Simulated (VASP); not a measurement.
Input of a VASP 6.6.1 run:

Contents of INCAR:

```
SYSTEM = Re
ALGO = Normal
EDIFF = 1E-8
ENCUT = 520
GGA = PS
ISIF = 2
ISMEAR = -1
LASPH = .True.
LCHARG = .False.
LEFG = .True.
LREAL = .False.
LWAVE = .False.
NBANDS = 18
NELM = 100
PREC = Accurate
SIGMA = 0.05
```

Contents of KPOINTS:

```
k-points
0
Gamma
  15 15 15
  0 0 0
```

File POSCAR:

```
Re
1.0
    1.3839231524      0.7990084046      6.6316220076
   -1.3839231524      0.7990084046      6.6316220076
    0.0000000000     -1.5980168092      6.6316220076
Re
3
Direct
    0.0000000000      0.0000000000      0.0000000000
    0.2221738800      0.2221738800      0.2221738800
    0.7778261200      0.7778261200      0.7778261200
```

Potentials or basis: VASP PAW PBE potentials, release 64 (Re).

The run is started by

```sh
$ cat potpaw_PBE.64/Re/POTCAR > POTCAR
$ mpirun -np 1 vasp_std > vasp.out
```

Estimate the band gap on the k mesh.

zero (an odd number of electrons rules out a gap without spin polarisation).

What does it give for the pressure?

-2.8 GPa.

Electric field gradients, principal values (V/Å²):
| atom | least | middle | greatest (by size) |
| --- | --- | --- | --- |
| 1 Re | 51.226 | 51.226 | -102.452 |
| 2 Re | 26.702 | 26.702 | -53.404 |
| 3 Re | 26.702 | 26.702 | -53.404 |

Caveat: the cell differs from its parent crystal (zz strain of -1 %); without QUAD_EFG the Cq values of the log hold for a quadrupole moment of 1 mb, not for the nuclei; the PAW data sets were made with another functional, which shifts forces and pressure a little; spin-orbit coupling is left out, which moves the levels of the heavy elements.
